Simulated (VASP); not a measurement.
# Si6Ge (Pm) in VASP: single point with PBEsol

Aim: the single point of Si6Ge with PBEsol.

Program: VASP 6.6.1. These are calculated values, not measurements. Logs are shortened: lines on timing, memory, paths and dates and some standing lists are left out, and cuts for length are marked.

### Step 1. The cell of the first run

The structure is monoclinic, space group Pm (No. 6). Conventional cell: a = 5.944 Å, b = 7.729 Å, c = 6.619 Å, α = 90.00°, β = 116.20°, γ = 90.00°. Within 3.1 Å of Si (site symmetry 1) lie 4 Si at 2.38 to 2.50 Å and 1 Ge at 2.73 Å. Within 3.1 Å of Si (site symmetry 1) lie 4 Si at 2.37 to 2.50 Å and 1 Ge at 2.62 Å. Within 3.1 Å of Si (site symmetry 1) lie 4 Si at 2.35 to 2.45 Å and 1 Ge at 2.91 Å. Si (site symmetry m) has 4 Si at 2.38 to 2.44 Å and 2 Ge at 2.93 Å within 3.1 Å. Within 3.1 Å of Si (site symmetry m) lie 4 Si at 2.38 to 2.41 Å. Si (site symmetry m) has 4 Si at 2.39 to 2.41 Å within 3.2 Å. Within 3.1 Å of Si (site symmetry m) lie 4 Si at 2.37 to 2.44 Å and 2 Ge at 3.00 Å. Si (site symmetry m) has 4 Si at 2.36 to 2.40 Å within 3.1 Å.

### Step 2. Single point, PBEsol

The input, INCAR:

```
SYSTEM = Si6Ge
ALGO = Normal
EDIFF = 1E-6
ENCUT = 520
GGA = PS
ISIF = 2
ISMEAR = 0
LASPH = .True.
LCHARG = .False.
LREAL = .False.
LWAVE = .False.
NBANDS = 51
NELM = 100
PREC = Accurate
SIGMA = 0.1
```

The input, KPOINTS:

```
k-points
0
Gamma
  6 4 6
  0 0 0
```

The input, POSCAR:

```
Si6Ge
1.0
    5.9435736670      0.0000000000      0.0004581747
    0.0000000000      7.7289864700      0.0000000000
   -2.9229051945      0.0000000000      5.9385430979
Si Ge
12 2
Direct
    0.4148118345      0.7509184876      0.4083334779
    0.4148118345      0.2490815124      0.4083334779
    0.9799126015      0.7518296217      0.3779247572
    0.9799126015      0.2481703783      0.3779247572
    0.5351464987      0.7493114819      0.1102638468
    0.5351464987      0.2506885181      0.1102638468
    0.6128490120      0.0000000000      0.6236980693
    0.6145487530      0.5000000000      0.6210092691
    0.0095095415      0.5000000000      0.5998596538
    0.0105387813      0.0000000000      0.5986438126
    0.4343935171      0.5000000000      0.8811694251
    0.4330450116      0.0000000000      0.8857292802
    0.0159625596      0.8274362504      0.0073274685
    0.0159625596      0.1725637496      0.0073274685
```

Potentials or basis: VASP PAW PBE potentials, release 64 (Si, Ge_d).

Launch:

```sh
cat potpaw_PBE.64/Si/POTCAR potpaw_PBE.64/Ge_d/POTCAR > POTCAR
mpirun -np 1 vasp_std > vasp.out
```

OUTCAR:

```text
SYSTEM = Si6Ge
   EDIFF = 1E-6
   ENCUT = 520
   GGA = PS
   ISIF = 2
   ISMEAR = 0
   LASPH = .True.
   LREAL = .False.
   NELM = 100
   PREC = Accurate

 ion  position               nearest neighbor table
   1  0.415  0.751  0.408-   7 2.38   5 2.38   8 2.38   3 2.50  13 2.73
   2  0.415  0.249  0.408-   7 2.38   6 2.38   8 2.38   4 2.50  14 2.73
   3  0.980  0.752  0.378-  10 2.37   9 2.40   5 2.45   1 2.50  13 2.62
   4  0.980  0.248  0.378-  10 2.37   9 2.40   6 2.45   2 2.50  14 2.62
   5  0.535  0.749  0.110-  12 2.35  11 2.36   1 2.38   3 2.45  13 2.91
   6  0.535  0.251  0.110-  12 2.35  11 2.36   2 2.38   4 2.45  14 2.91
   7  0.613  0.000  0.624-   1 2.38   2 2.38  12 2.41  10 2.44  13 2.93  14 2.93
   8  0.615  0.500  0.621-   1 2.38   2 2.38  11 2.40   9 2.41
   9  0.010  0.500  0.600-  11 2.39   4 2.40   3 2.40   8 2.41
  10  0.011  0.000  0.599-   3 2.37   4 2.37  12 2.39   7 2.44  13 3.00  14 3.00
  11  0.434  0.500  0.881-   5 2.36   6 2.36   9 2.39   8 2.40
  12  0.433  0.000  0.886-   5 2.35   6 2.35  10 2.39   7 2.41
  13  0.016  0.827  0.007-   3 2.62  14 2.67   1 2.73   5 2.91   7 2.93  10 3.00
  14  0.016  0.173  0.007-   4 2.62  13 2.67   2 2.73   6 2.91   7 2.93  10 3.00

  LATTYP: Found a simple monoclinic cell.
 ALAT       =     5.9435736847
 B/A-ratio  =     1.3003938169
 C/A-ratio  =     1.1136208007
 COS(beta)  =    -0.4415315253

  Lattice vectors:

 A1 = (   5.9435736670,   0.0000000000,   0.0004581747)
 A2 = (   0.0000000000,   7.7289864700,   0.0000000000)
 A3 = (  -2.9229051945,   0.0000000000,   5.9385430979)

Analysis of symmetry for initial positions (statically):
=====================================================================
 Subroutine PRICEL returns:
 Original cell was already a primitive cell.

 Routine SETGRP: Setting up the symmetry group for a
 simple monoclinic supercell.

 Subroutine GETGRP returns: Found  2 space group operations
 (whereof  2 operations were pure point group operations)
 out of a pool of  4 trial point group operations.

The static configuration has the point symmetry C_1h.

Analysis of symmetry for dynamics (positions and initial velocities):
=====================================================================
 Subroutine PRICEL returns:
 Original cell was already a primitive cell.

 Routine SETGRP: Setting up the symmetry group for a
 simple monoclinic supercell.

 Subroutine GETGRP returns: Found  2 space group operations
 (whereof  2 operations were pure point group operations)
 out of a pool of  4 trial point group operations.

The dynamic configuration has the point symmetry C_1h.

 Subroutine INISYM returns: Found  2 space group operations
 (whereof  2 operations are pure point group operations),
 and found     1 'primitive' translations

----------------------------------------------------------------------------------------

                                     Primitive cell

  volume of cell :     272.8140

  direct lattice vectors                    reciprocal lattice vectors
     5.943573667  0.000000000  0.000458175     0.168242562  0.000000000  0.082807694
     0.000000000  7.728986470  0.000000000     0.000000000  0.129383070  0.000000000
    -2.922905195  0.000000000  5.938543098    -0.000012980  0.000000000  0.168385081

  length of vectors
     5.943573685  7.728986470  6.618887286     0.187517129  0.129383070  0.168385081

  position of ions in fractional coordinates (direct lattice)
     0.414811835  0.750918488  0.408333478
     0.414811835  0.249081512  0.408333478
     0.979912601  0.751829622  0.377924757
     0.979912601  0.248170378  0.377924757
     0.535146499  0.749311482  0.110263847
     0.535146499  0.250688518  0.110263847
     0.612849012  0.000000000  0.623698069
     0.614548753  0.500000000  0.621009269
     0.009509542  0.500000000  0.599859654
     0.010538781  0.000000000  0.598643813
     0.434393517  0.500000000  0.881169425
     0.433045012  0.000000000  0.885729280
     0.015962560  0.827436250  0.007327469
     0.015962560  0.172563750  0.007327469

  ion indices of the primitive-cell ions
   primitive index   ion index
                 1           1
                 2           2
                 3           3
                 4           4
                 5           5
                 6           6
                 7           7
                 8           8
                 9           9
                10          10
                11          11
                12          12
                13          13
                14          14

----------------------------------------------------------------------------------------

 KPOINTS: k-points

Automatic generation of k-mesh.
 Grid dimensions read from file:
 generate k-points for:    6    4    6

 Generating k-lattice:

  Cartesian coordinates                     Fractional coordinates (reciprocal lattice)
     0.028040427  0.000000000  0.013801282     0.166666667  0.000000000  0.000000000
     0.000000000  0.032345768  0.000000000     0.000000000  0.250000000  0.000000000
    -0.000002163  0.000000000  0.028064180     0.000000000  0.000000000  0.166666667

  Length of vectors
     0.031252855  0.032345768  0.028064180

  Shift w.r.t. Gamma in fractional coordinates (k-lattice)
     0.000000000  0.000000000  0.000000000

 Subroutine IBZKPT returns following result:
 ===========================================

 Found     60 irreducible k-points:

 Following reciprocal coordinates:
            Coordinates               Weight
  0.000000  0.000000  0.000000      1.000000
  0.166667  0.000000  0.000000      2.000000
  0.333333  0.000000 -0.000000      2.000000
  0.500000  0.000000 -0.000000      1.000000
  0.000000  0.250000  0.000000      2.000000
  0.166667  0.250000  0.000000      4.000000
[... 16 lines left out ...]
 -0.333333  0.250000  0.166667      4.000000
 -0.166667  0.250000  0.166667      4.000000
 [... further k-points ...]
   k-points           NKPTS =     60   k-points in BZ     NKDIM =     60   number of bands    NBANDS=     51
   number of dos      NEDOS =    301   number of ions     NIONS =     14
   total plane-waves  NPLWV = 144000
   dimension x,y,z NGX =    48 NGY =   60 NGZ =   50
   dimension x,y,z NGXF=    96 NGYF=  120 NGZF=  100
   ions per type =              12   2
   NGX,Y,Z   is equivalent  to a cutoff of  13.43, 12.91, 12.56 a.u.
   NGXF,Y,Z  is equivalent  to a cutoff of  26.85, 25.81, 25.12 a.u.
 SYSTEM =  Si6Ge
   PREC   = accura    normal or accurate (medium, high low for compatibility)
   ISTART =      0    job   : 0-new  1-cont  2-samecut
   ICHARG =      2    charge: 1-file 2-atom 10-const
   ISPIN  =      1    spin polarized calculation?
   LNONCOLLINEAR =      F non collinear calculations
   LSORBIT =      F    spin-orbit coupling
   LASPH  =      T    aspherical Exc in radial PAW
   ENCUT  =  520.0 eV  38.22 Ry    6.18 a.u.  11.05 14.37 12.31*2*pi/ulx,y,z
   NELM   =    100;   NELMIN=  2; NELMDL= -5     # of ELM steps
   EDIFF  = 0.1E-05   stopping-criterion for ELM
   LREAL  =      F    real-space projection
   EDIFFG = 0.1E-04   stopping-criterion for IOM
   NSW    =      0    number of steps for IOM
   IBRION =     -1    ionic relax: 0-MD 1-quasi-New 2-CG
   NFREE  =      0    steps in history (QN), initial steepest desc. (CG)
   ISIF   =      2    stress and relaxation
   ISYM   =      2    0-nonsym 1-usesym 2-fastsym
   POTIM  = 0.5000    time-step for ionic-motion
   TEBEG  =    0.0;   TEEND  =   0.0 temperature during run
   PSTRESS=    0.0 pullay stress
   NELECT =      76.0000    total number of electrons
   NUPDOWN=      -1.0000    fix difference up-down
   EMIN   =  10.00;   EMAX   =-10.00  energy-range for DOS
   EFERMI =   0.00;   METHOD = LEGACY
   ISMEAR =     0;   SIGMA  =   0.10  broadening in eV -4-tet -1-fermi 0-gaus
   EFERMI_NEDOS =   21; number of points for ismear=-14 and -15
   IALGO  =     38    algorithm
   IMIX   =      4    mixing-type and parameters
     AMIX     =   0.40;   BMIX     =  1.00
     AMIX_MAG =   1.60;   BMIX_MAG =  1.00
  volume/ion in A,a.u.               =      19.49       131.50
  Fermi-wavevector in a.u.,A,eV,Ry     =   1.069196  2.020487 15.553898  1.143179
  Thomas-Fermi vector in A             =   2.204867
   LORBIT       =      0    0 simple, 1 ext, 2 COOP (PROOUT), +10 PAW based schemes
   GGA     = PS    functional components
   LHFCALC =     F    Hartree Fock is set to
   AEXX    =    0.0000 exact exchange contribution
   IVDW    =     0    specifies the selected vdW correction
   LEPSILON=     F    determine dielectric tensor
   LRPA    =     F    only Hartree local field effects (RPA)
 non-spin polarized calculation
 Gauss-broadening in eV      SIGMA  =   0.10
  energy-cutoff  :      520.00
  volume of cell :      272.81
 maximum number of plane-waves:      7378
 NGX is ok and might be reduce to    48
   NGX = 23   NGY = 29   NGZ = 25

 number of electron      76.0000007 magnetization

 Free energy of the ion-electron system (eV)
  ---------------------------------------------------
  ext. energy  EPLUGINS =         0.00000000
  ---------------------------------------------------
  free energy    TOTEN  =       -76.06379337 eV

  energy without entropy =      -76.04300795  energy(sigma->0) =      -76.05340066

 E-fermi :   6.4775     XC(G=0):  -9.9355

 val. band max:        6.4696078648   @ k =   0.3333   0.0000  -0.0000
 cond. band min:       6.4811150152   @ k =   0.3333   0.5000   0.5000
 fundamental gap:      0.0115071504
 Fermi energy:         6.4775421169

 k-point     1 :       0.0000    0.0000    0.0000
  band No.  band energies     occupation
      1     -18.1331      2.00000
      2     -18.1318      2.00000
      3     -18.1188      2.00000
      4     -18.1165      2.00000
      5     -18.1157      2.00000
      6     -18.0633      2.00000
[... 42 lines left out ...]
     49      10.0751      0.00000
     50      10.1704      0.00000

 k-point     2 :       0.1667    0.0000    0.0000
  band No.  band energies     occupation
      1     -18.1331      2.00000
      2     -18.1318      2.00000
      3     -18.1188      2.00000
      4     -18.1165      2.00000
      5     -18.1157      2.00000
      6     -18.0633      2.00000
[... 42 lines left out ...]
     49       9.5400      0.00000
     50       9.6537      0.00000

 k-point     3 :       0.3333    0.0000   -0.0000
  band No.  band energies     occupation
      1     -18.1331      2.00000
      2     -18.1318      2.00000
      3     -18.1188      2.00000
      4     -18.1165      2.00000
      5     -18.1157      2.00000
      6     -18.0633      2.00000
[... 42 lines left out ...]
     49       9.2575      0.00000
     50       9.5776      0.00000

 k-point     4 :       0.5000    0.0000   -0.0000
  band No.  band energies     occupation
      1     -18.1331      2.00000
      2     -18.1318      2.00000
      3     -18.1188      2.00000
      4     -18.1165      2.00000
      5     -18.1157      2.00000
      6     -18.0633      2.00000
[... 999 lines left out ...]
 k-point    23 :      -0.3333    0.2500    0.1667
  band No.  band energies     occupation
      1     -18.1331      2.00000
      2     -18.1318      2.00000
      3     -18.1188      2.00000
      4     -18.1165      2.00000
      5     -18.1157      2.00000
      6     -18.0633      2.00000
[... 42 lines left out ...]
     49       9.4224      0.00000
     50       9.6363      0.00000

 k-point    24 :      -0.1667    0.2500    0.1667
  band No.  band energies     occupation
      1     -18.1331      2.00000
      2     -18.1318      2.00000
      3     -18.1188      2.00000
      4     -18.1165      2.00000
      5     -18.1157      2.00000
      6     -18.0633      2.00000
[... 42 lines left out ...]
     49       9.6005      0.00000
     50       9.9313      0.00000

 [... further k-points ...]

 [bands above 50 left out]

------------------------ aborting loop because EDIFF is reached ----------------------------------------

  FORCE on cell =-STRESS in cart. coord.  units (eV):
  Direction    XX          YY          ZZ          XY          YZ          ZX
  --------------------------------------------------------------------------------------
  -------------------------------------------------------------------------------------
  Total       -3.7797192     -3.2937229     -3.5373219      0.0000000      0.0000000     -0.0128163
  in kB      -22.1974730    -19.3433215    -20.7739256      0.0000000      0.0000000     -0.0752675
  external PRESSURE =     -20.7715734 kB  Pullay stress =       0.0000000 kB

 VOLUME and BASIS-vectors are now :
 -----------------------------------------------------------------------------
  energy-cutoff  :      520.00
  volume of cell :      272.81
      direct lattice vectors                 reciprocal lattice vectors
     5.943573667  0.000000000  0.000458175     0.168242562  0.000000000  0.082807694
     0.000000000  7.728986470  0.000000000     0.000000000  0.129383070  0.000000000
    -2.922905195  0.000000000  5.938543098    -0.000012980  0.000000000  0.168385081

 POSITION                                       TOTAL-FORCE (eV/Angst)
 -----------------------------------------------------------------------------------
      1.27194      5.80384      2.42510        -0.027759      0.012470     -0.014572
      1.27194      1.92515      2.42510        -0.027759     -0.012470     -0.014572
      4.71954      5.81088      2.24477         0.019146      0.009030     -0.020970
      4.71954      1.91811      2.24477         0.019146     -0.009030     -0.020970
      2.85839      5.79142      0.65505        -0.003233      0.012611     -0.004995
      2.85839      1.93757      0.65505        -0.003233     -0.012611     -0.004995
      1.81950      0.00000      3.70414         0.026706      0.000000      0.032958
      1.83746      3.86449      3.68817         0.005848      0.000000      0.003284
     -1.69681      3.86449      3.56230        -0.001484      0.000000      0.002943
     -1.68714      0.00000      3.55508        -0.024320      0.000000      0.038073
      0.00628      3.86449      5.23306         0.004198      0.000000     -0.011381
     -0.01507      0.00000      5.26014        -0.002861      0.000000      0.003914
      0.07346      6.39524      0.04352         0.007804      0.067104      0.005641
      0.07346      1.33374      0.04352         0.007804     -0.067104      0.005641
 -----------------------------------------------------------------------------------
    total drift:                                0.000798      0.000000     -0.001726

  FREE ENERGIE OF THE ION-ELECTRON SYSTEM (eV)
  ---------------------------------------------------
  free  energy   TOTEN  =       -76.0637933650 eV

  energy  without entropy=      -76.0430079508  energy(sigma->0) =      -76.05340066
```

Run time: 9.2 min. Hardware: 1 thread of Intel Xeon Platinum 8488C (Sapphire Rapids), shared host; peak memory 0.76 GiB.

What came out:

```yaml
Free_energy: -76.0638 eV
Pressure: -2.1 GPa
Largest_force: 0.068 eV/Å
Band_gap_on_the_k_mesh: zero (bands 38 and 39 overlap by 1.21 eV)
```

Forces on the atoms (eV/Å):
```
Si  -0.028  0.012 -0.015
Si  -0.028 -0.012 -0.015
Si   0.019  0.009 -0.021
Si   0.019 -0.009 -0.021
Si  -0.003  0.013 -0.005
Si  -0.003 -0.013 -0.005
Si   0.027  0.000  0.033
Si   0.006  0.000  0.003
Si  -0.001  0.000  0.003
Si  -0.024  0.000  0.038
Si   0.004  0.000 -0.011
Si  -0.003  0.000  0.004
Ge   0.008  0.067  0.006
Ge   0.008 -0.067  0.006
```

Caveat: the PAW data sets were made with another functional, which shifts forces and pressure a little.
